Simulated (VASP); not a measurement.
Set up this calculation in VASP 6.6.1, as the native input.

```
Task                   : relaxation of cell and atoms
Functional             : PBE
Potentials or basis    : VASP PAW PBE potentials, release 64 (Y_sv, Ge_d, Sb)
Cutoff                 : 600 eV
k mesh                 : 8 × 8 × 8
Occupations            : gaussian, width 0.1 eV
Spin                   : no spin polarisation
Dipole correction      : no
Further INCAR settings : ALGO = Normal; EDIFF = 1e-06; IBRION = 2; EDIFFG = -0.01; NSW = 100; ISIF = 3
```

The structure of YGe3Sb lies in POSCAR:

```
YGe3Sb
1.0
    5.2037618101      0.0000000000      0.0000000000
    0.0000000000      5.2037618101      0.0000000000
    0.0000000000      0.0000000000      5.2037618101
Y Ge Sb
1 3 1
Direct
    0.0000000000      0.0000000000      0.0000000000
    0.0000000000      0.5000000000      0.5000000000
    0.5000000000      0.0000000000      0.5000000000
    0.5000000000      0.5000000000      0.0000000000
    0.5000000000      0.5000000000      0.5000000000
```

One way to write it, as run:

INCAR

```
SYSTEM = YGe3Sb
ALGO = Normal ; EDIFF = 1E-6
EDIFFG = -0.01 ; ENCUT = 600
GGA = PE ; IBRION = 2
ISIF = 3 ; ISMEAR = 0
LASPH = .TRUE. ; LCHARG = .FALSE.
LREAL = .FALSE. ; LWAVE = .FALSE.
NELM = 60 ; NSW = 100
PREC = Accurate ; SIGMA = 0.1
```

KPOINTS

```
k-points
0
G
  8 8 8
  0 0 0
```

Potentials or basis: VASP PAW PBE potentials, release 64 (Y_sv, Ge_d, Sb).

Command:

```bash
$ cat potpaw_PBE.64/Y_sv/POTCAR potpaw_PBE.64/Ge_d/POTCAR potpaw_PBE.64/Sb/POTCAR > POTCAR
$ mpirun -np 1 vasp_std > vasp.out
```

It gave:

```
Relaxed volume                         : 29.01 Å³/atom
Relaxed cell                           : a = 5.254 Å, b = 5.254 Å, c = 5.254 Å, α = 90.00°, β = 90.00°, γ = 90.00°
Space group after relaxing (to 0.05 Å) : Pm-3m (No. 221)
Energy gained by relaxing              : 3.5 meV/atom
Ionic steps                            : 3
Pressure after relaxing                : 0.0 GPa
Band gap on the k mesh                 : zero (band 29 reaches 5.62 eV, above the bottom of band 30 at 4.05 eV)
```

Caveat: spin-orbit coupling is left out, which moves the levels of the heavy elements.

It took 5.8 min on 1 thread of Intel(R) Xeon(R) 6975P-C (Granite Rapids) (shared host), peak memory 0.42 GiB.
